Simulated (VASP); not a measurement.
# Sr (Im-3m) in VASP: single point with PBEsol

Aim: the single point of Sr with PBEsol.

All numbers are computed with VASP 6.6.1; they aren't measurements. Logs are shortened: lines on timing, memory, paths and dates and some standing lists are left out, and cuts for length are marked.

### Step 1. The cell of the first run

It takes space group Im-3m (No. 229, cubic). Conventional cell: a = 4.692 Å, b = 4.692 Å, c = 4.692 Å, α = 90.00°, β = 90.00°, γ = 90.00°. Within 5.3 Å of Sr (site symmetry m-3m) lie 14 Sr at 4.06 to 4.69 Å.

This isn't the form of Sr at room conditions, which is fcc.

### Step 2. Single point, PBEsol

Input file INCAR:

```
SYSTEM = Sr
PREC = Accurate ; ENCUT = 520
EDIFF = 1E-7 ; ISMEAR = -1
SIGMA = 0.13605693000000002 ; LREAL = .False.
LASPH = .True. ; NELM = 100
ALGO = Normal ; ISIF = 2
LWAVE = .False. ; LCHARG = .False.
GGA = PS ; NBANDS = 11
```

Input file KPOINTS:

```
regular mesh
0
Gamma
  10 10 10
  0 0 0
```

Input file POSCAR:

```
Sr
1.0
   -2.3460170952      2.3460170952      2.3460170952
    2.3460170952     -2.3460170952      2.3460170952
    2.3460170952      2.3460170952     -2.3460170952
Sr
1
Direct
    0.0000000000      0.0000000000      0.0000000000
```

Potentials or basis: VASP PAW PBE potentials, release 64 (Sr_sv).

Launch:

```console
> cat potpaw_PBE.64/Sr_sv/POTCAR > POTCAR
> mpirun -np 1 vasp_std > vasp.out
```

OUTCAR:

```text
SYSTEM = Sr
   PREC = Accurate
   ENCUT = 520
   EDIFF = 1E-7
   ISMEAR = -1
   LREAL = .False.
   LASPH = .True.
   NELM = 100
   ISIF = 2
   GGA = PS

 ion  position               nearest neighbor table
   1  0.000  0.000  0.000-

  LATTYP: Found a body centered cubic cell.
 ALAT       =     4.6920341904

  Lattice vectors:

 A1 = (  -2.3460170952,   2.3460170952,   2.3460170952)
 A2 = (   2.3460170952,  -2.3460170952,   2.3460170952)
 A3 = (   2.3460170952,   2.3460170952,  -2.3460170952)

Analysis of symmetry for initial positions (statically):
=====================================================================
 Subroutine PRICEL returns:
 Original cell was already a primitive cell.

 Routine SETGRP: Setting up the symmetry group for a
 body centered cubic supercell.

 Subroutine GETGRP returns: Found 48 space group operations
 (whereof 48 operations were pure point group operations)
 out of a pool of 48 trial point group operations.

The static configuration has the point symmetry O_h .

Analysis of symmetry for dynamics (positions and initial velocities):
=====================================================================
 Subroutine PRICEL returns:
 Original cell was already a primitive cell.

 Routine SETGRP: Setting up the symmetry group for a
 body centered cubic supercell.

 Subroutine GETGRP returns: Found 48 space group operations
 (whereof 48 operations were pure point group operations)
 out of a pool of 48 trial point group operations.

The dynamic configuration has the point symmetry O_h .

 Subroutine INISYM returns: Found 48 space group operations
 (whereof 48 operations are pure point group operations),
 and found     1 'primitive' translations

----------------------------------------------------------------------------------------

                                     Primitive cell

  volume of cell :      51.6480

  direct lattice vectors                    reciprocal lattice vectors
    -2.346017095  2.346017095  2.346017095     0.000000000  0.213127177  0.213127177
     2.346017095 -2.346017095  2.346017095     0.213127177  0.000000000  0.213127177
     2.346017095  2.346017095 -2.346017095     0.213127177  0.213127177  0.000000000

  length of vectors
     4.063420804  4.063420804  4.063420804     0.301407344  0.301407344  0.301407344

  position of ions in fractional coordinates (direct lattice)
     0.000000000  0.000000000  0.000000000

  ion indices of the primitive-cell ions
   primitive index   ion index
                 1           1

----------------------------------------------------------------------------------------

 KPOINTS: regular mesh

Automatic generation of k-mesh.
 Grid dimensions read from file:
 generate k-points for:   10   10   10

 Generating k-lattice:

  Cartesian coordinates                     Fractional coordinates (reciprocal lattice)
     0.000000000  0.021312718  0.021312718     0.100000000  0.000000000  0.000000000
     0.021312718  0.000000000  0.021312718     0.000000000  0.100000000  0.000000000
     0.021312718  0.021312718  0.000000000     0.000000000  0.000000000  0.100000000

  Length of vectors
     0.030140734  0.030140734  0.030140734

  Shift w.r.t. Gamma in fractional coordinates (k-lattice)
     0.000000000  0.000000000  0.000000000

 Subroutine IBZKPT returns following result:
 ===========================================

 Found     47 irreducible k-points:

 Following reciprocal coordinates:
            Coordinates               Weight
  0.000000  0.000000  0.000000      1.000000
  0.100000  0.000000  0.000000     12.000000
  0.200000  0.000000  0.000000     12.000000
  0.300000  0.000000  0.000000     12.000000
  0.400000  0.000000  0.000000     12.000000
  0.500000  0.000000  0.000000      6.000000
[... 16 lines left out ...]
  0.300000  0.300000  0.100000      8.000000
 -0.300000  0.300000  0.100000     24.000000
 [... further k-points ...]
   k-points           NKPTS =     47   k-points in BZ     NKDIM =     47   number of bands    NBANDS=     11
   number of dos      NEDOS =    301   number of ions     NIONS =      1
   total plane-waves  NPLWV =  27000
   dimension x,y,z NGX =    30 NGY =   30 NGZ =   30
   dimension x,y,z NGXF=    60 NGYF=   60 NGZF=   60
   ions per type =               1
   NGX,Y,Z   is equivalent  to a cutoff of  12.27, 12.27, 12.27 a.u.
   NGXF,Y,Z  is equivalent  to a cutoff of  24.55, 24.55, 24.55 a.u.
 SYSTEM =  Sr
   PREC   = accura    normal or accurate (medium, high low for compatibility)
   ISTART =      0    job   : 0-new  1-cont  2-samecut
   ICHARG =      2    charge: 1-file 2-atom 10-const
   ISPIN  =      1    spin polarized calculation?
   LNONCOLLINEAR =      F non collinear calculations
   LSORBIT =      F    spin-orbit coupling
   LASPH  =      T    aspherical Exc in radial PAW
   ENCUT  =  520.0 eV  38.22 Ry    6.18 a.u.   7.56  7.56  7.56*2*pi/ulx,y,z
   NELM   =    100;   NELMIN=  2; NELMDL= -5     # of ELM steps
   EDIFF  = 0.1E-06   stopping-criterion for ELM
   LREAL  =      F    real-space projection
   EDIFFG = 0.1E-05   stopping-criterion for IOM
   NSW    =      0    number of steps for IOM
   IBRION =     -1    ionic relax: 0-MD 1-quasi-New 2-CG
   NFREE  =      0    steps in history (QN), initial steepest desc. (CG)
   ISIF   =      2    stress and relaxation
   ISYM   =      2    0-nonsym 1-usesym 2-fastsym
   POTIM  = 0.5000    time-step for ionic-motion
   TEBEG  =    0.0;   TEEND  =   0.0 temperature during run
   PSTRESS=    0.0 pullay stress
   NELECT =      10.0000    total number of electrons
   NUPDOWN=      -1.0000    fix difference up-down
   EMIN   =  10.00;   EMAX   =-10.00  energy-range for DOS
   EFERMI =   0.00;   METHOD = LEGACY
   ISMEAR =    -1;   SIGMA  =   0.14  broadening in eV -4-tet -1-fermi 0-gaus
   EFERMI_NEDOS =   21; number of points for ismear=-14 and -15
   IALGO  =     38    algorithm
   IMIX   =      4    mixing-type and parameters
     AMIX     =   0.40;   BMIX     =  1.00
     AMIX_MAG =   1.60;   BMIX_MAG =  1.00
  volume/ion in A,a.u.               =      51.65       348.54
  Fermi-wavevector in a.u.,A,eV,Ry     =   0.947088  1.789737 12.204095  0.896976
  Thomas-Fermi vector in A             =   2.075148
   LORBIT       =      0    0 simple, 1 ext, 2 COOP (PROOUT), +10 PAW based schemes
   GGA     = PS    functional components
   LHFCALC =     F    Hartree Fock is set to
   AEXX    =    0.0000 exact exchange contribution
   IVDW    =     0    specifies the selected vdW correction
   LEPSILON=     F    determine dielectric tensor
   LRPA    =     F    only Hartree local field effects (RPA)
 non-spin polarized calculation
  energy-cutoff  :      520.00
  volume of cell :       51.65
 maximum number of plane-waves:      1433
   NGX = 15   NGY = 15   NGZ = 15

 number of electron      10.0000000 magnetization

 Free energy of the ion-electron system (eV)
  ---------------------------------------------------
  ext. energy  EPLUGINS =         0.00000000
  ---------------------------------------------------
  free energy    TOTEN  =        -1.87402829 eV

  energy without entropy =       -1.79618601  energy(sigma->0) =       -1.83510715

 E-fermi :   1.6685     XC(G=0):  -7.6273

 val. band max:        1.6559612278   @ k =   0.5000   0.5000   0.3000
 cond. band min:       1.7316838049   @ k =  -0.4000   0.4000   0.4000
 fundamental gap:      0.0757225771
 Fermi energy:         1.6685324344

 k-point     1 :       0.0000    0.0000    0.0000
  band No.  band energies     occupation
      1     -34.6995      2.00000
      2     -16.5861      2.00000
      3     -16.5861      2.00000
      4     -16.5861      2.00000
      5      -2.0372      2.00000
      6       4.1448      0.00000
      7       4.1448      0.00000
      8       4.1448      0.00000
      9       5.5639      0.00000
     10       5.5639      0.00000
     11      10.0353      0.00000

 k-point     2 :       0.1000    0.0000    0.0000
  band No.  band energies     occupation
      1     -34.6976      2.00000
      2     -16.6110      2.00000
      3     -16.5941      2.00000
      4     -16.5862      2.00000
      5      -1.8563      2.00000
      6       3.9855      0.00000
      7       4.0238      0.00000
      8       4.3226      0.00000
      9       5.3451      0.00000
     10       5.5544      0.00000
     11      10.2203      0.00000

 k-point     3 :       0.2000    0.0000    0.0000
  band No.  band energies     occupation
      1     -34.6924      2.00000
      2     -16.6751      2.00000
      3     -16.6149      2.00000
      4     -16.5863      2.00000
      5      -1.3414      2.00000
      6       3.5221      0.00000
      7       3.6260      0.00000
      8       4.8450      0.00000
      9       5.2387      0.00000
     10       5.5749      0.00000
     11      10.2540      0.00000

 k-point     4 :       0.3000    0.0000    0.0000
  band No.  band energies     occupation
      1     -34.6860      2.00000
      2     -16.7525      2.00000
      3     -16.6404      2.00000
      4     -16.5864      2.00000
      5      -0.5833      2.00000
      6       2.8515      0.00033
      7       3.2593      0.00002
      8       5.3869      0.00000
      9       5.6746      0.00000
     10       5.7029      0.00000
     11       9.3947      0.00000
[... 239 lines left out ...]
 k-point    22 :      -0.2000    0.2000    0.1000
  band No.  band energies     occupation
      1     -34.6906      2.00000
      2     -16.6751      2.00000
      3     -16.6233      2.00000
      4     -16.6060      2.00000
      5      -1.1732      2.00000
      6       3.5754      0.00000
      7       3.7316      0.00000
      8       4.5414      0.00000
      9       4.7973      0.00000
     10       5.9744      0.00000
     11      10.0310      0.00000

 k-point    23 :       0.3000    0.3000    0.1000
  band No.  band energies     occupation
      1     -34.6773      2.00000
      2     -16.7438      2.00000
      3     -16.7438      2.00000
      4     -16.6385      2.00000
      5       1.9386      0.24164
      6       2.0040      0.15659
      7       2.0040      0.15659
      8       5.5628      0.00000
      9       6.0449      0.00000
     10       6.0449      0.00000
     11       8.5120      0.00000

 k-point    24 :      -0.3000    0.3000    0.1000
  band No.  band energies     occupation
      1     -34.6843      2.00000
      2     -16.7490      2.00000
      3     -16.6492      2.00000
      4     -16.6053      2.00000
      5      -0.4270      2.00000
      6       2.8590      0.00032
      7       3.3969      0.00001
      8       4.7233      0.00000
      9       5.6163      0.00000
     10       6.0194      0.00000
     11       8.9053      0.00000

 [... further k-points ...]

------------------------ aborting loop because EDIFF is reached ----------------------------------------

  FORCE on cell =-STRESS in cart. coord.  units (eV):
  Direction    XX          YY          ZZ          XY          YZ          ZX
  --------------------------------------------------------------------------------------
  -------------------------------------------------------------------------------------
  Total        0.0031345      0.0031345      0.0031345     -0.0000000     -0.0000000      0.0000000
  in kB        0.0972366      0.0972366      0.0972366     -0.0000000     -0.0000000      0.0000000
  external PRESSURE =       0.0972366 kB  Pullay stress =       0.0000000 kB

 VOLUME and BASIS-vectors are now :
 -----------------------------------------------------------------------------
  energy-cutoff  :      520.00
  volume of cell :       51.65
      direct lattice vectors                 reciprocal lattice vectors
    -2.346017095  2.346017095  2.346017095     0.000000000  0.213127177  0.213127177
     2.346017095 -2.346017095  2.346017095     0.213127177  0.000000000  0.213127177
     2.346017095  2.346017095 -2.346017095     0.213127177  0.213127177  0.000000000

 POSITION                                       TOTAL-FORCE (eV/Angst)
 -----------------------------------------------------------------------------------
      0.00000      0.00000      0.00000         0.000000     -0.000000      0.000000
 -----------------------------------------------------------------------------------
    total drift:                               -0.000000     -0.000000      0.000000

  FREE ENERGIE OF THE ION-ELECTRON SYSTEM (eV)
  ---------------------------------------------------
  free  energy   TOTEN  =        -1.8740282917 eV

  energy  without entropy=       -1.7961860133  energy(sigma->0) =       -1.83510715
```

Run time: 33 s. Hardware: 1 thread of AMD EPYC 7R13, shared host; peak memory 0.15 GiB.

What came out:

```yaml
Free_energy: -1.8740 eV
Pressure: 0.0 GPa
Band_gap_on_the_k_mesh: zero (bands 5 and 6 overlap by 0.44 eV)
```

Caveat: the PAW data sets were made with another functional, which shifts forces and pressure a little.
